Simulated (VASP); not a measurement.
# ZrZnCl6 (R-3) in VASP: single point with PBEsol

Aim: the single point of ZrZnCl6 with PBEsol.

Everything below comes from runs of VASP 6.6.1. Logs are shortened: lines on timing, memory, paths and dates and some standing lists are left out, and cuts for length are marked.

### 1 The cell of the first run

The structure is trigonal, space group R-3 (No. 148). The conventional cell has a = 6.168 Å, b = 6.168 Å, c = 16.808 Å, α = 90.00°, β = 90.00°, γ = 120.00°. Within 3.3 Å of Zr (site symmetry -3) lie 6 Cl at 2.46 Å. Within 3.2 Å of Zn (site symmetry -3) lie 6 Cl at 2.45 Å. Within 3.2 Å of Cl (site symmetry 1) lie 1 Zn at 2.45 Å and 1 Zr at 2.46 Å.

### 2 Single point, PBEsol

INCAR reads:

```
SYSTEM = ZrZnCl6
PREC = Accurate
ENCUT = 520
EDIFF = 1E-6
ISMEAR = -1
SIGMA = 0.03
LREAL = .False.
LASPH = .True.
NELM = 60
ALGO = Normal
ISIF = 2
LWAVE = .False.
LCHARG = .False.
GGA = PS
NBANDS = 43
```

KPOINTS reads:

```
regular mesh
0
Gamma
  4 4 4
  0 0 0
```

POSCAR reads:

```
ZrZnCl6
1.0
    3.0837957663      1.7804303158      5.6028131834
   -3.0837957663      1.7804303158      5.6028131834
    0.0000000000     -3.5608606316      5.6028131834
Zr Zn Cl
1 1 6
Direct
    0.5000000000      0.5000000000      0.5000000000
    0.0000000000      0.0000000000      0.0000000000
    0.5978751657      0.9039588609      0.2497164600
    0.9039588609      0.2497164600      0.5978751657
    0.7502835400      0.4021248343      0.0960411391
    0.0960411391      0.7502835400      0.4021248343
    0.4021248343      0.0960411391      0.7502835400
    0.2497164600      0.5978751657      0.9039588609
```

Potentials or basis: VASP PAW PBE potentials, release 64 (Zr_sv, Zn, Cl).

Launch:

```console
cat potpaw_PBE.64/Zr_sv/POTCAR potpaw_PBE.64/Zn/POTCAR potpaw_PBE.64/Cl/POTCAR > POTCAR
mpirun -np 1 vasp_std > vasp.out
```

OUTCAR:

```text
SYSTEM = ZrZnCl6
   PREC = Accurate
   ENCUT = 520
   EDIFF = 1E-6
   ISMEAR = -1
   LREAL = .False.
   LASPH = .True.
   NELM = 60
   ISIF = 2
   GGA = PS

 ion  position               nearest neighbor table
   1  0.500  0.500  0.500-   4 2.46   6 2.46   5 2.46   8 2.46   7 2.46   3 2.46
   2  0.000  0.000  0.000-   5 2.45   8 2.45   6 2.45   4 2.45   7 2.45   3 2.45
   3  0.598  0.904  0.250-   2 2.45   1 2.46
   4  0.904  0.250  0.598-   2 2.45   1 2.46
   5  0.750  0.402  0.096-   2 2.45   1 2.46
   6  0.096  0.750  0.402-   2 2.45   1 2.46
   7  0.402  0.096  0.750-   2 2.45   1 2.46
   8  0.250  0.598  0.904-   2 2.45   1 2.46

  LATTYP: Found a trigonal (rhomboedric) cell.
 ALAT       =     6.6386176276
 COS(alpha) =     0.5684353123

  Lattice vectors:

 A1 = (   3.0837957663,   1.7804303158,   5.6028131834)
 A2 = (  -3.0837957663,   1.7804303158,   5.6028131834)
 A3 = (   0.0000000000,  -3.5608606316,   5.6028131834)

Analysis of symmetry for initial positions (statically):
=====================================================================
 Subroutine PRICEL returns:
 Original cell was already a primitive cell.

 Routine SETGRP: Setting up the symmetry group for a
 trigonal (rhombohedral) supercell.

 Subroutine GETGRP returns: Found  6 space group operations
 (whereof  6 operations were pure point group operations)
 out of a pool of 12 trial point group operations.

The static configuration has the point symmetry S_6 .

Analysis of symmetry for dynamics (positions and initial velocities):
=====================================================================
 Subroutine PRICEL returns:
 Original cell was already a primitive cell.

 Routine SETGRP: Setting up the symmetry group for a
 trigonal (rhombohedral) supercell.

 Subroutine GETGRP returns: Found  6 space group operations
 (whereof  6 operations were pure point group operations)
 out of a pool of 12 trial point group operations.

The dynamic configuration has the point symmetry S_6 .

 Subroutine INISYM returns: Found  6 space group operations
 (whereof  6 operations are pure point group operations),
 and found     1 'primitive' translations

----------------------------------------------------------------------------------------

                                     Primitive cell

  volume of cell :     184.5729

  direct lattice vectors                    reciprocal lattice vectors
     3.083795766  1.780430316  5.602813183     0.162137845  0.093610328  0.059493923
    -3.083795766  1.780430316  5.602813183    -0.162137845  0.093610328  0.059493923
     0.000000000 -3.560860632  5.602813183     0.000000000 -0.187220657  0.059493923

  length of vectors
     6.638617628  6.638617628  6.638617628     0.196446179  0.196446179  0.196446179

  position of ions in fractional coordinates (direct lattice)
     0.500000000  0.500000000  0.500000000
     0.000000000  0.000000000  0.000000000
     0.597875166  0.903958861  0.249716460
     0.903958861  0.249716460  0.597875166
     0.750283540  0.402124834  0.096041139
     0.096041139  0.750283540  0.402124834
     0.402124834  0.096041139  0.750283540
     0.249716460  0.597875166  0.903958861

  ion indices of the primitive-cell ions
   primitive index   ion index
                 1           1
                 2           2
                 3           3
                 4           4
                 5           5
                 6           6
                 7           7
                 8           8

----------------------------------------------------------------------------------------

 KPOINTS: regular mesh

Automatic generation of k-mesh.
 Grid dimensions read from file:
 generate k-points for:    4    4    4

 Generating k-lattice:

  Cartesian coordinates                     Fractional coordinates (reciprocal lattice)
     0.040534461  0.023402582  0.014873481     0.250000000  0.000000000  0.000000000
    -0.040534461  0.023402582  0.014873481     0.000000000  0.250000000  0.000000000
     0.000000000 -0.046805164  0.014873481     0.000000000  0.000000000  0.250000000

  Length of vectors
     0.049111545  0.049111545  0.049111545

  Shift w.r.t. Gamma in fractional coordinates (k-lattice)
     0.000000000  0.000000000  0.000000000

 Subroutine IBZKPT returns following result:
 ===========================================

 Found     14 irreducible k-points:

 Following reciprocal coordinates:
            Coordinates               Weight
  0.000000  0.000000  0.000000      1.000000
  0.250000  0.000000  0.000000      6.000000
  0.500000  0.000000  0.000000      3.000000
  0.250000  0.250000  0.000000      6.000000
  0.500000  0.250000  0.000000      6.000000
  0.500000  0.000000 -0.250000      6.000000
 -0.250000  0.250000  0.000000      6.000000
  0.500000  0.500000  0.000000      3.000000
  0.250000  0.250000  0.250000      2.000000
  0.500000  0.250000  0.250000      6.000000
 -0.250000  0.250000  0.250000      6.000000
  0.500000  0.500000  0.250000      6.000000
 -0.250000  0.500000  0.250000      6.000000
  0.500000  0.500000  0.500000      1.000000
   k-points           NKPTS =     14   k-points in BZ     NKDIM =     14   number of bands    NBANDS=     43
   number of dos      NEDOS =    301   number of ions     NIONS =      8
   total plane-waves  NPLWV = 125000
   dimension x,y,z NGX =    50 NGY =   50 NGZ =   50
   dimension x,y,z NGXF=   100 NGYF=  100 NGZF=  100
   ions per type =               1   1   6
   NGX,Y,Z   is equivalent  to a cutoff of  12.52, 12.52, 12.52 a.u.
   NGXF,Y,Z  is equivalent  to a cutoff of  25.04, 25.04, 25.04 a.u.
 SYSTEM =  ZrZnCl6
   PREC   = accura    normal or accurate (medium, high low for compatibility)
   ISTART =      0    job   : 0-new  1-cont  2-samecut
   ICHARG =      2    charge: 1-file 2-atom 10-const
   ISPIN  =      1    spin polarized calculation?
   LNONCOLLINEAR =      F non collinear calculations
   LSORBIT =      F    spin-orbit coupling
   LASPH  =      T    aspherical Exc in radial PAW
   ENCUT  =  520.0 eV  38.22 Ry    6.18 a.u.  12.34 12.34 12.34*2*pi/ulx,y,z
   NELM   =     60;   NELMIN=  2; NELMDL= -5     # of ELM steps
   EDIFF  = 0.1E-05   stopping-criterion for ELM
   LREAL  =      F    real-space projection
   EDIFFG = 0.1E-04   stopping-criterion for IOM
   NSW    =      0    number of steps for IOM
   IBRION =     -1    ionic relax: 0-MD 1-quasi-New 2-CG
   NFREE  =      0    steps in history (QN), initial steepest desc. (CG)
   ISIF   =      2    stress and relaxation
   ISYM   =      2    0-nonsym 1-usesym 2-fastsym
   POTIM  = 0.5000    time-step for ionic-motion
   TEBEG  =    0.0;   TEEND  =   0.0 temperature during run
   PSTRESS=    0.0 pullay stress
   NELECT =      66.0000    total number of electrons
   NUPDOWN=      -1.0000    fix difference up-down
   EMIN   =  10.00;   EMAX   =-10.00  energy-range for DOS
   EFERMI =   0.00;   METHOD = LEGACY
   ISMEAR =    -1;   SIGMA  =   0.03  broadening in eV -4-tet -1-fermi 0-gaus
   EFERMI_NEDOS =   21; number of points for ismear=-14 and -15
   IALGO  =     38    algorithm
   IMIX   =      4    mixing-type and parameters
     AMIX     =   0.40;   BMIX     =  1.00
     AMIX_MAG =   1.60;   BMIX_MAG =  1.00
  volume/ion in A,a.u.               =      23.07       155.69
  Fermi-wavevector in a.u.,A,eV,Ry     =   1.161984  2.195831 18.370679  1.350207
  Thomas-Fermi vector in A             =   2.298550
   LORBIT       =      0    0 simple, 1 ext, 2 COOP (PROOUT), +10 PAW based schemes
   GGA     = PS    functional components
   LHFCALC =     F    Hartree Fock is set to
   AEXX    =    0.0000 exact exchange contribution
   IVDW    =     0    specifies the selected vdW correction
   LEPSILON=     F    determine dielectric tensor
   LRPA    =     F    only Hartree local field effects (RPA)
 non-spin polarized calculation
  energy-cutoff  :      520.00
  volume of cell :      184.57
 maximum number of plane-waves:      5019
 NGX is ok and might be reduce to    50
   NGX = 25   NGY = 25   NGZ = 25

 number of electron      65.9999996 magnetization

 Free energy of the ion-electron system (eV)
  ---------------------------------------------------
  ext. energy  EPLUGINS =         0.00000000
  ---------------------------------------------------
  free energy    TOTEN  =       -34.44867366 eV

  energy without entropy =      -34.44867366  energy(sigma->0) =      -34.44867366

 E-fermi :   1.7153     XC(G=0):  -9.2446

 val. band max:        0.9696606092   @ k =   0.0000   0.0000   0.0000
 cond. band min:       3.7190086345   @ k =   0.5000   0.5000   0.0000
 fundamental gap:      2.7493480253
 Fermi energy:         1.7153262331

 k-point     1 :       0.0000    0.0000    0.0000
  band No.  band energies     occupation
      1     -47.2535      2.00000
      2     -25.3357      2.00000
      3     -25.3357      2.00000
      4     -25.3078      2.00000
      5     -13.1275      2.00000
      6     -12.2336      2.00000
[... 35 lines left out ...]
     42       9.3832      0.00000
     43       9.3832      0.00000

 k-point     2 :       0.2500    0.0000    0.0000
  band No.  band energies     occupation
      1     -47.2535      2.00000
      2     -25.3361      2.00000
      3     -25.3358      2.00000
      4     -25.3077      2.00000
      5     -12.9792      2.00000
      6     -12.3037      2.00000
[... 35 lines left out ...]
     42       9.4647      0.00000
     43      10.2273      0.00000

 k-point     3 :       0.5000    0.0000    0.0000
  band No.  band energies     occupation
      1     -47.2535      2.00000
      2     -25.3365      2.00000
      3     -25.3359      2.00000
      4     -25.3077      2.00000
      5     -12.6423      2.00000
      6     -12.5808      2.00000
[... 35 lines left out ...]
     42      10.0001      0.00000
     43      10.5109      0.00000

 k-point     4 :       0.2500    0.2500    0.0000
  band No.  band energies     occupation
      1     -47.2535      2.00000
      2     -25.3361      2.00000
      3     -25.3359      2.00000
      4     -25.3078      2.00000
      5     -12.9486      2.00000
      6     -12.3368      2.00000
[... 403 lines left out ...]
     42      10.1132      0.00000
     43      10.3759      0.00000

 k-point    13 :      -0.2500    0.5000    0.2500
  band No.  band energies     occupation
      1     -47.2535      2.00000
      2     -25.3363      2.00000
      3     -25.3361      2.00000
      4     -25.3078      2.00000
      5     -12.6063      2.00000
      6     -12.5047      2.00000
[... 35 lines left out ...]
     42       9.7045      0.00000
     43      10.3056      0.00000

 k-point    14 :       0.5000    0.5000    0.5000
  band No.  band energies     occupation
      1     -47.2535      2.00000
      2     -25.3358      2.00000
      3     -25.3358      2.00000
      4     -25.3081      2.00000
      5     -12.6706      2.00000
      6     -12.6381      2.00000
[... 35 lines left out ...]
     42      10.6813      0.00000
     43      11.2204      0.00000

------------------------ aborting loop because EDIFF is reached ----------------------------------------

  FORCE on cell =-STRESS in cart. coord.  units (eV):
  Direction    XX          YY          ZZ          XY          YZ          ZX
  --------------------------------------------------------------------------------------
  -------------------------------------------------------------------------------------
  Total        0.0326970      0.0326970      0.0059789     -0.0000000      0.0000000      0.0000000
  in kB        0.2838248      0.2838248      0.0518993     -0.0000001      0.0000000      0.0000000
  external PRESSURE =       0.2065163 kB  Pullay stress =       0.0000000 kB

 VOLUME and BASIS-vectors are now :
 -----------------------------------------------------------------------------
  energy-cutoff  :      520.00
  volume of cell :      184.57
      direct lattice vectors                 reciprocal lattice vectors
     3.083795766  1.780430316  5.602813183     0.162137845  0.093610328  0.059493923
    -3.083795766  1.780430316  5.602813183    -0.162137845  0.093610328  0.059493923
     0.000000000 -3.560860632  5.602813183     0.000000000 -0.187220657  0.059493923

 POSITION                                       TOTAL-FORCE (eV/Angst)
 -----------------------------------------------------------------------------------
      0.00000      0.00000      8.40422        -0.000000     -0.000000      0.000000
      0.00000      0.00000      0.00000        -0.000000     -0.000000      0.000000
     -0.94390      1.78471      9.81361        -0.003848     -0.004086     -0.003283
      2.01755     -0.07491      9.81361        -0.001614      0.005375     -0.003283
      1.07365      1.70979      6.99483        -0.005462      0.001289      0.003283
     -2.01755      0.07491      6.99483         0.001614     -0.005375      0.003283
      0.94390     -1.78471      6.99483         0.003848      0.004086      0.003283
     -1.07365     -1.70979      9.81361         0.005462     -0.001289     -0.003283
 -----------------------------------------------------------------------------------
    total drift:                               -0.000000      0.000000     -0.000000

  FREE ENERGIE OF THE ION-ELECTRON SYSTEM (eV)
  ---------------------------------------------------
  free  energy   TOTEN  =       -34.4486736603 eV

  energy  without entropy=      -34.4486736603  energy(sigma->0) =      -34.44867366
```

Wall time 4.4 min (1 thread of Intel Xeon 8259CL, shared host); peak memory 0.4 GiB.

Results:

```yaml
Free_energy: -34.4487 eV
Pressure: 0.0 GPa
Largest_force: 0.007 eV/Å
Band_gap_on_the_k_mesh: 2.75 eV (least direct gap 2.92 eV)
```

Forces in eV/Å, atoms in the order of the input:
```
Zr   0.000  0.000  0.000
Zn   0.000  0.000  0.000
Cl  -0.004 -0.004 -0.003
Cl  -0.002  0.005 -0.003
Cl  -0.005  0.001  0.003
Cl   0.002 -0.005  0.003
Cl   0.004  0.004  0.003
Cl   0.005 -0.001 -0.003
```

Caveat: the PAW data sets were made with another functional, which shifts forces and pressure a little.
